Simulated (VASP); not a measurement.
# SiC (P6_3mc) in VASP: single point with r2SCAN

Aim: the single point of SiC with r2SCAN.

Everything below comes from runs of VASP 6.6.1. Logs are shortened: lines on timing, memory, paths and dates and some standing lists are left out, and cuts for length are marked.

## (1) The cell of the first run

Symmetry: P6_3mc, No. 186, hexagonal system. Conventional cell: a = 3.075 Å, b = 3.075 Å, c = 5.048 Å, α = 90.00°, β = 90.00°, γ = 120.00°. Within 2.5 Å of Si (site symmetry 3m) lie 4 C at 1.88 to 1.90 Å. Within 2.5 Å of C (site symmetry 3m) lie 4 Si at 1.88 to 1.90 Å.

## (2) Single point, r2SCAN

POSCAR

```
SiC
1.0
    3.0753562516      0.0000000000      0.0000000000
   -1.5376781258      2.6633366395      0.0000000000
    0.0000000000      0.0000000000      5.0481081077
Si C
2 2
Direct
    0.3333333333      0.6666666667     -0.0004084095
    0.6666666667      0.3333333333      0.4995915905
    0.3333333333      0.6666666667      0.3754084095
    0.6666666667      0.3333333333      0.8754084095
```

INCAR.step1

```
SYSTEM = SiC
PREC     = Accurate       ! precision mode
ENCUT    = 520            ! plane-wave cutoff, eV
ISMEAR   = 0              ! smearing method
SIGMA    = 0.01           ! smearing width, eV
LREAL    = .FALSE.        ! projectors in reciprocal space
LASPH    = .TRUE.         ! aspherical terms in the spheres
NELM     = 80             ! most SCF steps
NBANDS   = 16             ! bands
GGA      = PE             ! functional
ALGO     = Normal         ! electronic algorithm
EDIFF    = 1E-4           ! SCF threshold, eV
LWAVE    = .TRUE.         ! write WAVECAR
LCHARG   = .FALSE.        ! write CHGCAR
```

INCAR.step2

```
SYSTEM = SiC
PREC     = Accurate       ! precision mode
ENCUT    = 520            ! plane-wave cutoff, eV
EDIFF    = 1E-7           ! SCF threshold, eV
ISMEAR   = 0              ! smearing method
SIGMA    = 0.01           ! smearing width, eV
LREAL    = .FALSE.        ! projectors in reciprocal space
LASPH    = .TRUE.         ! aspherical terms in the spheres
NELM     = 80             ! most SCF steps
ALGO     = Normal         ! electronic algorithm
ISIF     = 2              ! what is computed and relaxed
LWAVE    = .FALSE.        ! write WAVECAR
LCHARG   = .FALSE.        ! write CHGCAR
METAGGA  = R2SCAN         ! meta-GGA
LMIXTAU  = .TRUE.       
NBANDS   = 16             ! bands
ISTART   = 1
```

KPOINTS

```
Automatic mesh
0
G
  6 6 4
  0 0 0
```

Potentials or basis: VASP PAW PBE potentials, release 64 (Si, C).

The run is started by

```sh
> cat potpaw_PBE.64/Si/POTCAR potpaw_PBE.64/C/POTCAR > POTCAR
> cp INCAR.step1 INCAR
> mpirun -np 1 vasp_std > vasp.out
> cp INCAR.step2 INCAR
> mpirun -np 1 vasp_std > vasp.out
```

OUTCAR:

```text
SYSTEM = SiC
   PREC = Accurate
   ENCUT = 520
   EDIFF = 1E-7
   ISMEAR = 0
   LREAL = .FALSE.
   LASPH = .TRUE.
   NELM = 80
   ISIF = 2
   METAGGA = R2SCAN
   ISTART = 1

 ion  position               nearest neighbor table
   1  0.333  0.667  1.000-   4 1.88   4 1.88   4 1.88   3 1.90   2 3.09   2 3.09   2 3.09   2 3.09
                             2 3.09   2 3.09
   2  0.667  0.333  0.500-   3 1.88   3 1.88   3 1.88   4 1.90   1 3.09   1 3.09   1 3.09   1 3.09
                             1 3.09   1 3.09
   3  0.333  0.667  0.375-   2 1.88   2 1.88   2 1.88   1 1.90
   4  0.667  0.333  0.875-   1 1.88   1 1.88   1 1.88   2 1.90

  LATTYP: Found a hexagonal cell.
 ALAT       =     3.0753562516
 C/A-ratio  =     1.6414710020

  Lattice vectors:

 A1 = (   3.0753562516,   0.0000000000,   0.0000000000)
 A2 = (  -1.5376781258,   2.6633366395,   0.0000000000)
 A3 = (   0.0000000000,   0.0000000000,   5.0481081077)

Analysis of symmetry for initial positions (statically):
=====================================================================
 Subroutine PRICEL returns:
 Original cell was already a primitive cell.

 Routine SETGRP: Setting up the symmetry group for a
 hexagonal supercell.

 Subroutine GETGRP returns: Found 12 space group operations
 (whereof  6 operations were pure point group operations)
 out of a pool of 24 trial point group operations.

The static configuration has the point symmetry C_3v.
 The point group associated with its full space group is C_6v.

Analysis of symmetry for dynamics (positions and initial velocities):
=====================================================================
 Subroutine PRICEL returns:
 Original cell was already a primitive cell.

 Routine SETGRP: Setting up the symmetry group for a
 hexagonal supercell.

 Subroutine GETGRP returns: Found 12 space group operations
 (whereof  6 operations were pure point group operations)
 out of a pool of 24 trial point group operations.

The dynamic configuration has the point symmetry C_3v.
 The point group associated with its full space group is C_6v.

 Subroutine INISYM returns: Found 12 space group operations
 (whereof  6 operations are pure point group operations),
 and found     1 'primitive' translations

----------------------------------------------------------------------------------------
[... 93 lines left out ...]
   EDIFF  = 0.1E-06   stopping-criterion for ELM
   LREAL  =      F    real-space projection
   EDIFFG = 0.1E-05   stopping-criterion for IOM
   NSW    =      0    number of steps for IOM
   IBRION =     -1    ionic relax: 0-MD 1-quasi-New 2-CG
   NFREE  =      0    steps in history (QN), initial steepest desc. (CG)
   ISIF   =      2    stress and relaxation
   ISYM   =      2    0-nonsym 1-usesym 2-fastsym
   POTIM  = 0.5000    time-step for ionic-motion
   TEBEG  =    0.0;   TEEND  =   0.0 temperature during run
   PSTRESS=    0.0 pullay stress
   NELECT =      16.0000    total number of electrons
   NUPDOWN=      -1.0000    fix difference up-down
   EMIN   =  10.00;   EMAX   =-10.00  energy-range for DOS
   EFERMI =   0.00;   METHOD = LEGACY
   ISMEAR =     0;   SIGMA  =   0.01  broadening in eV -4-tet -1-fermi 0-gaus
   EFERMI_NEDOS =   21; number of points for ismear=-14 and -15
   IALGO  =     38    algorithm
   IMIX   =      4    mixing-type and parameters
     AMIX     =   0.40;   BMIX     =  1.00
     AMIX_MAG =   1.60;   BMIX_MAG =  1.00
  volume/ion in A,a.u.               =      10.34        69.76
  Fermi-wavevector in a.u.,A,eV,Ry     =   1.192975  2.254396 19.363676  1.423190
  Thomas-Fermi vector in A             =   2.329001
   LORBIT       =      0    0 simple, 1 ext, 2 COOP (PROOUT), +10 PAW based schemes
   METAGGA = R2SCAN    functional components
   LHFCALC =     F    Hartree Fock is set to
   AEXX    =    0.0000 exact exchange contribution
   IVDW    =     0    specifies the selected vdW correction
   LEPSILON=     F    determine dielectric tensor
   LRPA    =     F    only Hartree local field effects (RPA)
 non-spin polarized calculation
 Gauss-broadening in eV      SIGMA  =   0.01
  energy-cutoff  :      520.00
  volume of cell :       41.35
 maximum number of plane-waves:      1124
 NGX is ok and might be reduce to    24
   NGX = 11   NGY = 11   NGZ = 19

 number of electron      16.0000000 magnetization

 Free energy of the ion-electron system (eV)
  ---------------------------------------------------
  ext. energy  EPLUGINS =         0.00000000
  ---------------------------------------------------
  free energy    TOTEN  =       -38.62845672 eV

  energy without entropy =      -38.62845672  energy(sigma->0) =      -38.62845672

 E-fermi :   8.2152     XC(G=0): -11.9281

 val. band max:        8.1484157476   @ k =   0.0000   0.0000   0.0000
 cond. band min:      10.8048590370   @ k =   0.3333   0.3333   0.0000
 fundamental gap:      2.6564432894
 Fermi energy:         8.2152194678

 k-point     1 :       0.0000    0.0000    0.0000
  band No.  band energies     occupation
      1      -8.2071      2.00000
      2      -4.5790      2.00000
      3      -0.8449      2.00000
      4       6.7624      2.00000
      5       6.7624      2.00000
      6       8.0364      2.00000
[... 376 lines left out ...]
      3       0.1556      2.00000
      4       0.1556      2.00000
      5       2.3205      2.00000
      6       2.3205      2.00000
[... 8 lines left out ...]
     15      20.5376      0.00000
     16      20.5376      0.00000

------------------------ aborting loop because EDIFF is reached ----------------------------------------

  FORCE on cell =-STRESS in cart. coord.  units (eV):
  Direction    XX          YY          ZZ          XY          YZ          ZX
  --------------------------------------------------------------------------------------
  -------------------------------------------------------------------------------------
  Total       -0.0375062     -0.0375062     -0.0677910      0.0000000      0.0000000      0.0000000
  in kB       -1.4533262     -1.4533262     -2.6268329      0.0000000      0.0000000      0.0000000
  external PRESSURE =      -1.8444951 kB  Pullay stress =       0.0000000 kB

 VOLUME and BASIS-vectors are now :
 -----------------------------------------------------------------------------
  energy-cutoff  :      520.00
  volume of cell :       41.35
      direct lattice vectors                 reciprocal lattice vectors
     3.075356252  0.000000000  0.000000000     0.325165580  0.187734435  0.000000000
    -1.537678126  2.663336640  0.000000000     0.000000000  0.375468871  0.000000000
     0.000000000  0.000000000  5.048108108     0.000000000  0.000000000  0.198094014

 POSITION                                       TOTAL-FORCE (eV/Angst)
 -----------------------------------------------------------------------------------
     -0.00000      1.77556      5.04605        -0.000000     -0.000000     -0.005627
      1.53768      0.88778      2.52199         0.000000      0.000000     -0.005627
     -0.00000      1.77556      1.89510        -0.000000     -0.000000      0.005627
      1.53768      0.88778      4.41916        -0.000000      0.000000      0.005627
 -----------------------------------------------------------------------------------
    total drift:                               -0.000000     -0.000000      0.000402

  FREE ENERGIE OF THE ION-ELECTRON SYSTEM (eV)
  ---------------------------------------------------
  free  energy   TOTEN  =       -38.6284567173 eV

  energy  without entropy=      -38.6284567173  energy(sigma->0) =      -38.62845672
```

OSZICAR.step1:

```text
N       E                     dE             d eps       ncg     rms          rms(c)
DAV:   1     0.279925905913E+02    0.27993E+02   -0.69815E+03   672   0.884E+02
DAV:   2    -0.311072086295E+02   -0.59100E+02   -0.53269E+02   992   0.163E+02
DAV:   3    -0.338085879574E+02   -0.27014E+01   -0.26935E+01   896   0.315E+01
DAV:   4    -0.338283805560E+02   -0.19793E-01   -0.19788E-01   792   0.332E+00
DAV:   5    -0.338285748188E+02   -0.19426E-03   -0.19426E-03   880   0.311E-01    0.125E+01
DAV:   6    -0.301832618622E+02    0.36453E+01   -0.65193E+00   848   0.157E+01    0.564E+00
DAV:   7    -0.301105305009E+02    0.72731E-01   -0.11087E+00   936   0.617E+00    0.249E+00
DAV:   8    -0.300938440001E+02    0.16687E-01   -0.46336E-02   760   0.138E+00    0.629E-01
DAV:   9    -0.300923080403E+02    0.15360E-02   -0.74926E-03   848   0.588E-01    0.123E-01
DAV:  10    -0.300926244723E+02   -0.31643E-03   -0.10137E-03   792   0.184E-01    0.571E-02
DAV:  11    -0.300926487603E+02   -0.24288E-04   -0.84179E-05   600   0.689E-02
   1 F= -.30092649E+02 E0= -.30092649E+02  d E =-.899969E-57
```

It took 97 s on 1 thread of AMD EPYC 7R43 (Zen 3), shared host; peak memory 0.13 GiB.

What came out:

```
Free energy            : -38.6285 eV
Pressure               : -0.2 GPa
Largest force          : 0.006 eV/Å
Band gap on the k mesh : 2.66 eV, indirect (least direct gap 4.48 eV)
```

Forces in eV/Å, atoms in the order of the input:
```
Si   0.000  0.000 -0.006
Si   0.000  0.000 -0.006
C    0.000  0.000  0.006
C    0.000  0.000  0.006
```

Stress tensor (GPa, compression positive):
```
-0.15  0.00  0.00
 0.00 -0.15  0.00
 0.00  0.00 -0.26
```

Levels at points of the mesh, in eV from the valence-band top:
| k point | band 6 | band 7 | band 8 | band 9 | band 10 | band 11 |
| --- | --- | --- | --- | --- | --- | --- |
| (0.00, 0.00, 0.00) | -0.11 | 0.00 | 0.00 | 5.38 | 6.78 | 7.19 |
| (0.50, 0.00, 0.00) | -3.48 | -3.36 | -1.26 | 3.23 | 4.66 | 7.47 |
| (0.00, 0.00, 0.50) | -0.75 | -0.75 | -0.75 | 6.50 | 6.50 | 7.89 |
| (0.50, 0.00, 0.50) | -2.56 | -2.44 | -2.44 | 3.72 | 3.72 | 5.79 |

Caveat: the PAW data sets were made with another functional, which shifts forces and pressure a little. A k mesh can miss the band edges.
